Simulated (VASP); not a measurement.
# Zn2CdO3 (P3m1) in VASP: a series of runs

Runs on Zn2CdO3. Level: PBE. Tasks: relaxation of cell and atoms.

All numbers are computed with VASP 6.6.1; they aren't measurements. Logs are shortened: lines on timing, memory, paths and dates and some standing lists are left out, and cuts for length are marked.

## (1) The cell of the first run

It takes space group P3m1 (No. 156, trigonal). Conventional cell: a = 3.359 Å, b = 3.359 Å, c = 8.407 Å, α = 90.00°, β = 90.00°, γ = 120.00°. Within 2.6 Å of Zn (site symmetry 3m) lie 4 O at 1.99 to 2.04 Å. Zn (site symmetry 3m) has 4 O at 1.96 to 2.04 Å within 2.6 Å. Cd (site symmetry 3m) has 4 O at 2.17 to 2.22 Å within 2.9 Å. O (site symmetry 3m) has 3 Zn at 2.04 Å and 1 Cd at 2.22 Å within 2.7 Å. Within 2.6 Å of O (site symmetry 3m) lie 4 Zn at 1.99 to 2.04 Å. Within 2.6 Å of O (site symmetry 3m) lie 1 Zn at 1.96 Å and 3 Cd at 2.17 Å.

## (2) Relaxation of cell and atoms, PBE

The input, INCAR:

```
  PREC = Accurate
  ENCUT = 600
  EDIFF = 1E-7
  ISMEAR = 0
  SIGMA = 0.01
  LREAL = False
  LASPH = True
  NELM = 120
  ALGO = Normal
  ISIF = 3
  LWAVE = False
  LCHARG = False
  GGA = PE
  IBRION = 2
  NSW = 100
  EDIFFG = -0.01
  GGA_COMPAT = False
  NELMIN = 4
```

The input, KPOINTS:

```
Automatic mesh
0
Gamma
  12 12 4
```

The input, POSCAR:

```
Zn2CdO3
1.0
    3.3592673751      0.0000000000      0.0000000000
   -1.6796336875      2.9092108849      0.0000000000
    0.0000000000      0.0000000000      8.4074196309
Zn Cd O
2 1 3
Direct
    0.6666666667      0.3333333333      0.3454482203
    0.3333333333      0.6666666667      0.6560727238
    0.0000000000      0.0000000000      0.0062752238
    0.0000000000      0.0000000000      0.2708518541
    0.6666666667      0.3333333333      0.5816828245
    0.3333333333      0.6666666667      0.8896691536
```

Potentials or basis: VASP PAW PBE potentials, release 64 (Zn, Cd, O).

Launch:

```
$ cat potpaw_PBE.64/Zn/POTCAR potpaw_PBE.64/Cd/POTCAR potpaw_PBE.64/O/POTCAR > POTCAR
$ mpirun -np 1 vasp_std > vasp.out
```

OUTCAR:

```text
PREC = Accurate
   ENCUT = 600
   EDIFF = 1E-7
   ISMEAR = 0
   LREAL = False
   LASPH = True
   NELM = 120
   ISIF = 3
   GGA = PE
   IBRION = 2
   NSW = 100
   EDIFFG = -0.01
   NELMIN = 4

 ion  position               nearest neighbor table
   1  0.667  0.333  0.345-   5 1.99   4 2.04   4 2.04   4 2.04
   2  0.333  0.667  0.656-   6 1.96   5 2.04   5 2.04   5 2.04
   3  0.000  0.000  0.006-   6 2.17   6 2.17   6 2.17   4 2.22
   4  0.000  0.000  0.271-   1 2.04   1 2.04   1 2.04   3 2.22
   5  0.667  0.333  0.582-   1 1.99   2 2.04   2 2.04   2 2.04
   6  0.333  0.667  0.890-   2 1.96   3 2.17   3 2.17   3 2.17

  LATTYP: Found a hexagonal cell.
 ALAT       =     3.3592673751
 C/A-ratio  =     2.5027539318

  Lattice vectors:

 A1 = (   3.3592673751,   0.0000000000,   0.0000000000)
 A2 = (  -1.6796336875,   2.9092108849,   0.0000000000)
 A3 = (   0.0000000000,   0.0000000000,   8.4074196309)

Analysis of symmetry for initial positions (statically):
=====================================================================
 Subroutine PRICEL returns:
 Original cell was already a primitive cell.

 Routine SETGRP: Setting up the symmetry group for a
 hexagonal supercell.

 Subroutine GETGRP returns: Found  6 space group operations
 (whereof  6 operations were pure point group operations)
 out of a pool of 24 trial point group operations.

The static configuration has the point symmetry C_3v.

Analysis of symmetry for dynamics (positions and initial velocities):
=====================================================================
 Subroutine PRICEL returns:
 Original cell was already a primitive cell.

 Routine SETGRP: Setting up the symmetry group for a
 hexagonal supercell.

 Subroutine GETGRP returns: Found  6 space group operations
 (whereof  6 operations were pure point group operations)
 out of a pool of 24 trial point group operations.

The dynamic configuration has the point symmetry C_3v.

 Subroutine INISYM returns: Found  6 space group operations
 (whereof  6 operations are pure point group operations),
 and found     1 'primitive' translations

----------------------------------------------------------------------------------------

[... 104 lines left out ...]
   IBRION =      2    ionic relax: 0-MD 1-quasi-New 2-CG
   NFREE  =      1    steps in history (QN), initial steepest desc. (CG)
   ISIF   =      3    stress and relaxation
   ISYM   =      2    0-nonsym 1-usesym 2-fastsym
   POTIM  = 0.5000    time-step for ionic-motion
   TEBEG  =    0.0;   TEEND  =   0.0 temperature during run
   PSTRESS=    0.0 pullay stress
   NELECT =      54.0000    total number of electrons
   NUPDOWN=      -1.0000    fix difference up-down
   EMIN   =  10.00;   EMAX   =-10.00  energy-range for DOS
   EFERMI =   0.00;   METHOD = LEGACY
   ISMEAR =     0;   SIGMA  =   0.01  broadening in eV -4-tet -1-fermi 0-gaus
   EFERMI_NEDOS =   21; number of points for ismear=-14 and -15
   IALGO  =     38    algorithm
   IMIX   =      4    mixing-type and parameters
     AMIX     =   0.40;   BMIX     =  1.00
     AMIX_MAG =   1.60;   BMIX_MAG =  1.00
  volume/ion in A,a.u.               =      13.69        92.41
  Fermi-wavevector in a.u.,A,eV,Ry     =   1.423351  2.689743 27.564413  2.025927
  Thomas-Fermi vector in A             =   2.543958
   LORBIT       =      0    0 simple, 1 ext, 2 COOP (PROOUT), +10 PAW based schemes
   GGA     = PE    functional components
   LHFCALC =     F    Hartree Fock is set to
   AEXX    =    0.0000 exact exchange contribution
   IVDW    =     0    specifies the selected vdW correction
   LEPSILON=     F    determine dielectric tensor
   LRPA    =     F    only Hartree local field effects (RPA)
 conjugate gradient relaxation of ions
 non-spin polarized calculation
 Gauss-broadening in eV      SIGMA  =   0.01
  energy-cutoff  :      600.00
  volume of cell :       82.16
 maximum number of plane-waves:      2767
 NGX is ok and might be reduce to    28
   NGX = 13   NGY = 13   NGZ = 33

--------------------------------------- Ionic step        1  -------------------------------------------

 number of electron      53.9999992 magnetization

 Free energy of the ion-electron system (eV)
  ---------------------------------------------------
  ext. energy  EPLUGINS =         0.00000000
  ---------------------------------------------------
  free energy    TOTEN  =       -25.29021975 eV

  energy without entropy =      -25.29021975  energy(sigma->0) =      -25.29021975

------------------------ aborting loop because EDIFF is reached ----------------------------------------

  FORCE on cell =-STRESS in cart. coord.  units (eV):
  Direction    XX          YY          ZZ          XY          YZ          ZX
  --------------------------------------------------------------------------------------
  -------------------------------------------------------------------------------------
  Total        0.4836534      0.4836534      0.5534321      0.0000000      0.0000000      0.0000000
  in kB        9.4311004      9.4311004     10.7917646      0.0000000      0.0000000      0.0000000
  external PRESSURE =       9.8846552 kB  Pullay stress =       0.0000000 kB
[... 227 lines left out ...]
--------------------------------------- Ionic step        7  -------------------------------------------

 number of electron      53.9999993 magnetization

 Free energy of the ion-electron system (eV)
  ---------------------------------------------------
  ext. energy  EPLUGINS =         0.00000000
  ---------------------------------------------------
  free energy    TOTEN  =       -25.29249189 eV

  energy without entropy =      -25.29249189  energy(sigma->0) =      -25.29249189

 E-fermi :   0.6869     XC(G=0): -10.4720

 val. band max:        0.6433069776   @ k =   0.0000   0.0000   0.0000
 cond. band min:       0.7274405215   @ k =   0.0000   0.0000   0.0000
 fundamental gap:      0.0841335439
 Fermi energy:         0.6868886949

 k-point     1 :       0.0000    0.0000    0.0000
  band No.  band energies     occupation
      1     -16.8067      2.00000
      2     -16.4550      2.00000
      3     -16.2081      2.00000
      4      -6.4797      2.00000
      5      -6.4022      2.00000
      6      -6.4022      2.00000
[... 829 lines left out ...]
     31       8.3683      0.00000
     32      10.2556      0.00000

 [... further k-points ...]

------------------------ aborting loop because EDIFF is reached ----------------------------------------

  FORCE on cell =-STRESS in cart. coord.  units (eV):
  Direction    XX          YY          ZZ          XY          YZ          ZX
  --------------------------------------------------------------------------------------
  -------------------------------------------------------------------------------------
  Total       -0.0153098     -0.0153098      0.0053632     -0.0000000      0.0000000      0.0000000
  in kB       -0.2961351     -0.2961351      0.1037405     -0.0000000      0.0000000      0.0000000
  external PRESSURE =      -0.1628432 kB  Pullay stress =       0.0000000 kB
[... 21 lines left out ...]
  FREE ENERGIE OF THE ION-ELECTRON SYSTEM (eV)
  ---------------------------------------------------
  free  energy   TOTEN  =       -25.2924918851 eV

  energy  without entropy=      -25.2924918851  energy(sigma->0) =      -25.29249189

 reached required accuracy - stopping structural energy minimisation
```

OSZICAR:

```text
N       E                     dE             d eps       ncg     rms          rms(c)
DAV:   1     0.568905417253E+03    0.56891E+03   -0.30523E+04  4432   0.241E+03
[... 61 lines left out ...]
       N       E                     dE             d eps       ncg     rms          rms(c)
DAV:   1    -0.252925491008E+02   -0.79885E-04   -0.11431E-02  4416   0.652E-01    0.553E-02
DAV:   2    -0.252925148372E+02    0.34264E-04   -0.16686E-04  5472   0.168E-01    0.329E-02
DAV:   3    -0.252924935596E+02    0.21278E-04   -0.22043E-05  6064   0.596E-02    0.122E-02
DAV:   4    -0.252924917897E+02    0.17698E-05   -0.70340E-06  6368   0.315E-02    0.341E-03
DAV:   5    -0.252924919077E+02   -0.11799E-06   -0.12862E-06  4816   0.145E-02    0.207E-03
DAV:   6    -0.252924918851E+02    0.22590E-07   -0.11631E-07  2616   0.633E-03
   7 F= -.25292492E+02 E0= -.25292492E+02  d E =-.226625E-04
```

Wall time 22 min (1 thread of Intel Xeon 8259CL, shared host); peak memory 0.39 GiB.

What came out:

| Quantity | Value |
| --- | --- |
| Free energy | -25.2925 eV |
| Relaxed volume | 13.81 Å³/atom |
| Relaxed cell | a = 3.367 Å, b = 3.367 Å, c = 8.437 Å, α = 90.00°, β = 90.00°, γ = 120.00° |
| Space group after relaxing (to 0.1 Å) | P3m1 (No. 156) |
| Energy gained by relaxing | 0.4 meV/atom |
| Ionic steps | 7 |
| Pressure after relaxing | 0.0 GPa |
| Largest force after relaxing | 0.005 eV/Å |
| Band gap on the k mesh | 0.08 eV |

Forces in eV/Å, atoms in the order of the input:
```
Zn   0.000  0.000  0.000
Zn   0.000  0.000  0.002
Cd   0.000  0.000  0.005
O    0.000  0.000 -0.004
O    0.000  0.000  0.000
O    0.000  0.000 -0.002
```

The path:
```csv
step,energy change (eV),largest force (eV/Å),pressure (GPa),volume (Å³)
1,0.0000,0.0778,0.99,82.16
2,-0.0016,0.0406,-0.51,83.17
3,-0.0022,0.0249,-0.02,82.83
4,-0.0022,0.0243,0.04,82.81
5,-0.0022,0.0111,0.01,82.82
6,-0.0022,0.0138,0.00,82.82
7,-0.0023,0.0047,-0.02,82.83
```

Final structure:
```
Zn Cd O
1.0
     3.36685    0.00000    0.00000
    -1.68343    2.91578    0.00000
     0.00000    0.00000    8.43745
Zn Cd O
2 1 3
Direct
  0.66667 0.33333 0.34560
  0.33333 0.66667 0.65608
  0.00000 0.00000 0.00672
  0.00000 0.00000 0.27090
  0.66667 0.33333 0.58145
  0.33333 0.66667 0.88926
```

## (3) Relaxation of cell and atoms, PBE

The input, INCAR:

```
SYSTEM = Zn2CdO3
PREC = Accurate
ENCUT = 600
EDIFF = 1E-7
ISMEAR = 0
SIGMA = 0.01
LREAL = .False.
LASPH = .True.
NELM = 120
ALGO = Normal
ISIF = 3
LWAVE = .False.
LCHARG = .False.
GGA = PE
IBRION = 2
NSW = 80
EDIFFG = -0.001
GGA_COMPAT = .False.
NELMIN = 4
```

The input, KPOINTS:

```
regular mesh
0
Gamma
  12 12 4
  0 0 0
```

The input, POSCAR:

```
Zn2CdO3
1.0
    3.3584878006      0.0000000000      0.0000000000
   -1.6792439003      2.9085357537      0.0000000000
    0.0000000000      0.0000000000      8.4172970880
Zn Cd O
2 1 3
Direct
    0.6666666667      0.3333333333      0.3454620057
    0.3333333333      0.6666666667      0.6562970484
    0.0000000000      0.0000000000      0.0065746152
    0.0000000000      0.0000000000      0.2705535100
    0.6666666667      0.3333333333      0.5814650797
    0.3333333333      0.6666666667      0.8896477412
```

Potentials or basis: VASP PAW PBE potentials, release 64 (Zn, Cd, O).

Launch:

```
$ cat potpaw_PBE.64/Zn/POTCAR potpaw_PBE.64/Cd/POTCAR potpaw_PBE.64/O/POTCAR > POTCAR
$ mpirun -np 1 vasp_std > vasp.out
```

Wall time 41 min (1 thread of AMD EPYC 7R13, shared host); peak memory 0.35 GiB.

Results (log left out):

```
Free energy                           : -25.2926 eV
Relaxed volume                        : 13.80 Å³/atom
Relaxed cell                          : a = 3.366 Å, b = 3.366 Å, c = 8.440 Å, α = 90.00°, β = 90.00°, γ = 120.00°
Space group after relaxing (to 0.1 Å) : P3m1 (No. 156)
Energy gained by relaxing             : 0.3 meV/atom
Ionic steps                           : 15
Pressure after relaxing               : 0.0 GPa
Band gap on the k mesh                : 0.08 eV
```

Step by step:
```csv
step,energy change (eV),largest force (eV/Å),pressure (GPa),volume (Å³)
1,0.0000,0.0661,0.88,82.22
2,-0.0013,0.0325,-0.45,83.13
3,-0.0017,0.0191,-0.01,82.82
4,-0.0017,0.0187,0.04,82.81
5,-0.0018,0.0098,0.01,82.81
6,-0.0018,0.0086,0.01,82.81
7,-0.0018,0.0029,-0.02,82.83
8,-0.0018,0.0023,-0.02,82.83
9,-0.0018,0.0033,-0.03,82.84
10,-0.0018,0.0027,-0.03,82.83
11,-0.0018,0.0023,0.00,82.81
12,-0.0018,0.0021,0.00,82.81
13,-0.0018,0.0021,-0.01,82.81
14,-0.0018,0.0020,0.00,82.81
15,-0.0018,0.0006,0.00,82.81
```

Final structure:
```yaml
crystal:
  lattice:
    - [3.36598, 0.00000, 0.00000]
    - [-1.68299, 2.91502, 0.00000]
    - [0.00000, 0.00000, 8.43992]
  atoms:
    - { symbol: Zn, position: [0.66667, 0.33333, 0.34563] }
    - { symbol: Zn, position: [0.33333, 0.66667, 0.65613] }
    - { symbol: Cd, position: [0.00000, 0.00000, 0.00679] }
    - { symbol: O, position: [0.00000, 0.00000, 0.27083] }
    - { symbol: O, position: [0.66667, 0.33333, 0.58140] }
    - { symbol: O, position: [0.33333, 0.66667, 0.88922] }
```

Levels at points of the mesh, in eV from the valence-band top:
```csv
k point,band 23,band 24,band 25,band 26,band 27,band 28,band 29,band 30,band 31,band 32
"(0.00, 0.00, 0.00)",-0.52,-0.52,-0.15,0.00,0.00,0.08,3.51,3.76,7.79,8.99
"(0.50, 0.00, 0.00)",-2.00,-1.56,-1.29,-1.18,-0.69,4.60,5.18,5.67,7.08,7.74
"(0.00, 0.00, 0.50)",-0.83,-0.35,-0.35,-0.07,-0.07,1.44,1.98,4.84,7.06,10.37
"(0.50, 0.00, 0.50)",-2.08,-1.86,-1.47,-0.81,-0.57,4.56,4.97,5.72,7.23,7.77
```
